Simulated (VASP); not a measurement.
# ScTeBr (P4mm) in VASP: single point with PBE

Aim: the single point of ScTeBr with PBE.

All numbers are computed with VASP 6.6.1; they aren't measurements. Logs are shortened: lines on timing, memory, paths and dates and some standing lists are left out, and cuts for length are marked.

## (1) The cell of the first run

It takes space group P4mm (No. 99, tetragonal). Conventional cell: a = 4.308 Å, b = 4.308 Å, c = 5.132 Å, α = 90.00°, β = 90.00°, γ = 90.00°. Within 3.1 Å of Sc (site symmetry 4mm) lie 2 Br at 2.18 to 2.95 Å and 4 Te at 3.05 Å. Te (site symmetry 4mm) has 4 Sc at 3.05 Å and 4 Br at 3.82 Å within 4.0 Å. Within 3.0 Å of Br (site symmetry 4mm) lie 2 Sc at 2.18 to 2.95 Å.

The cell was generated, and may not be a known phase.

## (2) Single point, PBE

INCAR

```
PREC = Accurate
ENCUT = 520
EDIFF = 1E-6
ISMEAR = 0
SIGMA = 0.1
LREAL = False
LASPH = True
NELM = 60
ALGO = Normal
ISIF = 2
LWAVE = False
LCHARG = False
GGA = PE
NBANDS = 19
```

KPOINTS

```
Automatic mesh
0
Gamma
  4 4 4
```

POSCAR

```
ScTeBr
1.0
    4.3079910800      0.0000000000      0.0000000000
    0.0000000000      4.3079910800      0.0000000000
    0.0000000000      0.0000000000      5.1322338600
Sc Te Br
1 1 1
Direct
    0.5000000000      0.5000000000      0.7023251500
    0.0000000000      0.0000000000      0.7254817700
    0.5000000000      0.5000000000      0.2778952000
```

Potentials or basis: VASP PAW PBE potentials, release 64 (Sc_sv, Te, Br).

Launch:

```bash
$ cat potpaw_PBE.64/Sc_sv/POTCAR potpaw_PBE.64/Te/POTCAR potpaw_PBE.64/Br/POTCAR > POTCAR
$ mpirun -np 1 vasp_std > vasp.out
```

OUTCAR:

```text
PREC = Accurate
   ENCUT = 520
   EDIFF = 1E-6
   ISMEAR = 0
   LREAL = False
   LASPH = True
   NELM = 60
   ISIF = 2
   GGA = PE

 ion  position               nearest neighbor table
   1  0.500  0.500  0.702-   3 2.18   3 2.95   2 3.05   2 3.05   2 3.05   2 3.05
   2  0.000  0.000  0.725-   1 3.05   1 3.05   1 3.05   1 3.05
   3  0.500  0.500  0.278-   1 2.18   1 2.95

  LATTYP: Found a simple tetragonal cell.
 ALAT       =     4.3079910800
 C/A-ratio  =     1.1913288038

  Lattice vectors:

 A1 = (   4.3079910800,   0.0000000000,   0.0000000000)
 A2 = (   0.0000000000,   4.3079910800,   0.0000000000)
 A3 = (   0.0000000000,   0.0000000000,   5.1322338600)

Analysis of symmetry for initial positions (statically):
=====================================================================
 Subroutine PRICEL returns:
 Original cell was already a primitive cell.

 Routine SETGRP: Setting up the symmetry group for a
 simple tetragonal supercell.

 Subroutine GETGRP returns: Found  8 space group operations
 (whereof  8 operations were pure point group operations)
 out of a pool of 16 trial point group operations.

The static configuration has the point symmetry C_4v.

Analysis of symmetry for dynamics (positions and initial velocities):
=====================================================================
 Subroutine PRICEL returns:
 Original cell was already a primitive cell.

 Routine SETGRP: Setting up the symmetry group for a
 simple tetragonal supercell.

 Subroutine GETGRP returns: Found  8 space group operations
 (whereof  8 operations were pure point group operations)
 out of a pool of 16 trial point group operations.

The dynamic configuration has the point symmetry C_4v.

 Subroutine INISYM returns: Found  8 space group operations
 (whereof  8 operations are pure point group operations),
 and found     1 'primitive' translations

----------------------------------------------------------------------------------------

                                     Primitive cell

  volume of cell :      95.2480

  direct lattice vectors                    reciprocal lattice vectors
     4.307991080  0.000000000  0.000000000     0.232126757  0.000000000  0.000000000
     0.000000000  4.307991080  0.000000000     0.000000000  0.232126757  0.000000000
     0.000000000  0.000000000  5.132233860     0.000000000  0.000000000  0.194846928

  length of vectors
     4.307991080  4.307991080  5.132233860     0.232126757  0.232126757  0.194846928

  position of ions in fractional coordinates (direct lattice)
     0.500000000  0.500000000  0.702325150
     0.000000000  0.000000000  0.725481770
     0.500000000  0.500000000  0.277895200

  ion indices of the primitive-cell ions
   primitive index   ion index
                 1           1
                 2           2
                 3           3

----------------------------------------------------------------------------------------

 KPOINTS: Automatic mesh

Automatic generation of k-mesh.
 Grid dimensions read from file:
 generate k-points for:    4    4    4

 Generating k-lattice:

  Cartesian coordinates                     Fractional coordinates (reciprocal lattice)
     0.058031689  0.000000000  0.000000000     0.250000000  0.000000000  0.000000000
     0.000000000  0.058031689  0.000000000     0.000000000  0.250000000  0.000000000
     0.000000000  0.000000000  0.048711732     0.000000000  0.000000000  0.250000000

  Length of vectors
     0.058031689  0.058031689  0.048711732

  Shift w.r.t. Gamma in fractional coordinates (k-lattice)
     0.000000000  0.000000000  0.000000000

 Subroutine IBZKPT returns following result:
 ===========================================

 Found     18 irreducible k-points:

 Following reciprocal coordinates:
            Coordinates               Weight
  0.000000  0.000000  0.000000      1.000000
  0.250000  0.000000  0.000000      4.000000
  0.500000  0.000000  0.000000      2.000000
  0.250000  0.250000  0.000000      4.000000
  0.500000  0.250000  0.000000      4.000000
  0.500000  0.500000  0.000000      1.000000
[... 10 lines left out ...]
  0.500000  0.250000  0.500000      4.000000
  0.500000  0.500000  0.500000      1.000000
   k-points           NKPTS =     18   k-points in BZ     NKDIM =     18   number of bands    NBANDS=     19
   number of dos      NEDOS =    301   number of ions     NIONS =      3
   total plane-waves  NPLWV =  40960
   dimension x,y,z NGX =    32 NGY =   32 NGZ =   40
   dimension x,y,z NGXF=    64 NGYF=   64 NGZF=   80
   ions per type =               1   1   1
   NGX,Y,Z   is equivalent  to a cutoff of  12.35, 12.35, 12.96 a.u.
   NGXF,Y,Z  is equivalent  to a cutoff of  24.70, 24.70, 25.91 a.u.
 SYSTEM =  unknown system
   PREC   = accura    normal or accurate (medium, high low for compatibility)
   ISTART =      0    job   : 0-new  1-cont  2-samecut
   ICHARG =      2    charge: 1-file 2-atom 10-const
   ISPIN  =      1    spin polarized calculation?
   LNONCOLLINEAR =      F non collinear calculations
   LSORBIT =      F    spin-orbit coupling
   LASPH  =      T    aspherical Exc in radial PAW
   ENCUT  =  520.0 eV  38.22 Ry    6.18 a.u.   8.01  8.01  9.54*2*pi/ulx,y,z
   NELM   =     60;   NELMIN=  2; NELMDL= -5     # of ELM steps
   EDIFF  = 0.1E-05   stopping-criterion for ELM
   LREAL  =      F    real-space projection
   EDIFFG = 0.1E-04   stopping-criterion for IOM
   NSW    =      0    number of steps for IOM
   IBRION =     -1    ionic relax: 0-MD 1-quasi-New 2-CG
   NFREE  =      0    steps in history (QN), initial steepest desc. (CG)
   ISIF   =      2    stress and relaxation
   ISYM   =      2    0-nonsym 1-usesym 2-fastsym
   POTIM  = 0.5000    time-step for ionic-motion
   TEBEG  =    0.0;   TEEND  =   0.0 temperature during run
   PSTRESS=    0.0 pullay stress
   NELECT =      24.0000    total number of electrons
   NUPDOWN=      -1.0000    fix difference up-down
   EMIN   =  10.00;   EMAX   =-10.00  energy-range for DOS
   EFERMI =   0.00;   METHOD = LEGACY
   ISMEAR =     0;   SIGMA  =   0.10  broadening in eV -4-tet -1-fermi 0-gaus
   EFERMI_NEDOS =   21; number of points for ismear=-14 and -15
   IALGO  =     38    algorithm
   IMIX   =      4    mixing-type and parameters
     AMIX     =   0.40;   BMIX     =  1.00
     AMIX_MAG =   1.60;   BMIX_MAG =  1.00
  volume/ion in A,a.u.               =      31.75       214.26
  Fermi-wavevector in a.u.,A,eV,Ry     =   1.034014  1.954004 14.547154  1.069186
  Thomas-Fermi vector in A             =   2.168289
   LORBIT       =      0    0 simple, 1 ext, 2 COOP (PROOUT), +10 PAW based schemes
   GGA     = PE    functional components
   LHFCALC =     F    Hartree Fock is set to
   AEXX    =    0.0000 exact exchange contribution
   IVDW    =     0    specifies the selected vdW correction
   LEPSILON=     F    determine dielectric tensor
   LRPA    =     F    only Hartree local field effects (RPA)
 non-spin polarized calculation
 Gauss-broadening in eV      SIGMA  =   0.10
  energy-cutoff  :      520.00
  volume of cell :       95.25
 maximum number of plane-waves:      2624
   NGX = 17   NGY = 17   NGZ = 19

 number of electron      24.0000002 magnetization

 Free energy of the ion-electron system (eV)
  ---------------------------------------------------
  ext. energy  EPLUGINS =         0.00000000
  ---------------------------------------------------
  free energy    TOTEN  =       -13.99243006 eV

  energy without entropy =      -13.99177929  energy(sigma->0) =      -13.99210468

 E-fermi :   3.0821     XC(G=0):  -8.5753

 val. band max:        2.9509501897   @ k =   0.5000   0.0000   0.5000
 cond. band min:       3.2047637086   @ k =   0.0000   0.0000   0.0000
 fundamental gap:      0.2538135188
 Fermi energy:         3.0820616212

 k-point     1 :       0.0000    0.0000    0.0000
  band No.  band energies     occupation
      1     -47.2820      2.00000
      2     -26.1209      2.00000
      3     -25.8642      2.00000
      4     -25.8642      2.00000
      5     -12.6341      2.00000
      6      -7.3685      2.00000
[... 11 lines left out ...]
     18       6.4138      0.00000
     19       7.6973      0.00000

 k-point     2 :       0.2500    0.0000    0.0000
  band No.  band energies     occupation
      1     -47.2817      2.00000
      2     -26.1204      2.00000
      3     -25.8702      2.00000
      4     -25.8629      2.00000
      5     -12.6004      2.00000
      6      -7.2026      2.00000
[... 11 lines left out ...]
     18       7.8034      0.00000
     19       8.5474      0.00000

 k-point     3 :       0.5000    0.0000    0.0000
  band No.  band energies     occupation
      1     -47.2815      2.00000
      2     -26.1199      2.00000
      3     -25.8763      2.00000
      4     -25.8616      2.00000
      5     -12.5662      2.00000
      6      -7.0176      2.00000
[... 11 lines left out ...]
     18       8.0033      0.00000
     19       9.8729      0.00000

 k-point     4 :       0.2500    0.2500    0.0000
  band No.  band energies     occupation
      1     -47.2815      2.00000
      2     -26.1200      2.00000
      3     -25.8691      2.00000
      4     -25.8690      2.00000
      5     -12.5702      2.00000
      6      -7.0784      2.00000
[... 11 lines left out ...]
     18       8.6954      0.00000
     19       9.1960      0.00000

 k-point     5 :       0.5000    0.2500    0.0000
  band No.  band energies     occupation
      1     -47.2813      2.00000
      2     -26.1195      2.00000
      3     -25.8752      2.00000
      4     -25.8678      2.00000
      5     -12.5396      2.00000
      6      -6.9433      2.00000
[... 11 lines left out ...]
     18       7.2843      0.00000
     19       9.3162      0.00000
[... 202 lines left out ...]
      2     -26.1302      2.00000
      3     -25.8760      2.00000
      4     -25.8614      2.00000
      5     -12.3677      2.00000
      6      -6.9479      2.00000
[... 11 lines left out ...]
     18       7.2422      0.00000
     19       8.3175      0.00000

 k-point    16 :       0.2500    0.2500    0.5000
  band No.  band energies     occupation
      1     -47.2815      2.00000
      2     -26.1302      2.00000
      3     -25.8688      2.00000
      4     -25.8687      2.00000
      5     -12.3699      2.00000
      6      -7.0558      2.00000
[... 11 lines left out ...]
     18       8.7421      0.00000
     19       9.0040      0.00000

 k-point    17 :       0.5000    0.2500    0.5000
  band No.  band energies     occupation
      1     -47.2813      2.00000
      2     -26.1297      2.00000
      3     -25.8748      2.00000
      4     -25.8675      2.00000
      5     -12.3425      2.00000
      6      -6.8875      2.00000
[... 11 lines left out ...]
     18       8.4136      0.00000
     19       9.8227      0.00000

 k-point    18 :       0.5000    0.5000    0.5000
  band No.  band energies     occupation
      1     -47.2810      2.00000
      2     -26.1293      2.00000
      3     -25.8737      2.00000
      4     -25.8737      2.00000
      5     -12.3170      2.00000
      6      -6.8237      2.00000
[... 11 lines left out ...]
     18       9.5695      0.00000
     19      10.3303      0.00000

------------------------ aborting loop because EDIFF is reached ----------------------------------------

  FORCE on cell =-STRESS in cart. coord.  units (eV):
  Direction    XX          YY          ZZ          XY          YZ          ZX
  --------------------------------------------------------------------------------------
  -------------------------------------------------------------------------------------
  Total       -1.8862416     -1.8862416     10.9596020      0.0000000      0.0000000     -0.0000000
  in kB      -31.7286704    -31.7286704    184.3526291      0.0000000      0.0000000     -0.0000000
  external PRESSURE =      40.2984294 kB  Pullay stress =       0.0000000 kB

 VOLUME and BASIS-vectors are now :
 -----------------------------------------------------------------------------
  energy-cutoff  :      520.00
  volume of cell :       95.25
      direct lattice vectors                 reciprocal lattice vectors
     4.307991080  0.000000000  0.000000000     0.232126757  0.000000000  0.000000000
     0.000000000  4.307991080  0.000000000     0.000000000  0.232126757  0.000000000
     0.000000000  0.000000000  5.132233860     0.000000000  0.000000000  0.194846928

 POSITION                                       TOTAL-FORCE (eV/Angst)
 -----------------------------------------------------------------------------------
      2.15400      2.15400      3.60450         0.000000     -0.000000      4.461118
      0.00000      0.00000      3.72334        -0.000000     -0.000000      0.490116
      2.15400      2.15400      1.42622         0.000000      0.000000     -4.951233
 -----------------------------------------------------------------------------------
    total drift:                                0.000000     -0.000000      0.000464

  FREE ENERGIE OF THE ION-ELECTRON SYSTEM (eV)
  ---------------------------------------------------
  free  energy   TOTEN  =       -13.9924300648 eV

  energy  without entropy=      -13.9917792885  energy(sigma->0) =      -13.99210468
```

Run time: 14 s. Hardware: 1 thread of Intel Xeon 6975P-C (Granite Rapids), shared host; peak memory 0.21 GiB.

Results:

- Free energy: -13.9924 eV
- Pressure: 4.0 GPa
- Largest force: 4.951 eV/Å
- Band gap on the k mesh: 0.25 eV (least direct gap 0.76 eV)

Forces on the atoms (eV/Å):
```
Sc   0.000  0.000  4.461
Te   0.000  0.000  0.490
Br   0.000  0.000 -4.951
```

Caveat: the stress differs along the axes, from -3 to 18 GPa; semilocal functionals underestimate gaps, and a narrow one can read as zero; spin-orbit coupling is left out, which moves the levels of the heavy elements; forces of over 1 eV/Å act on the atoms, so gaps and moduli don't describe the material at rest. A k mesh can miss the band edges.
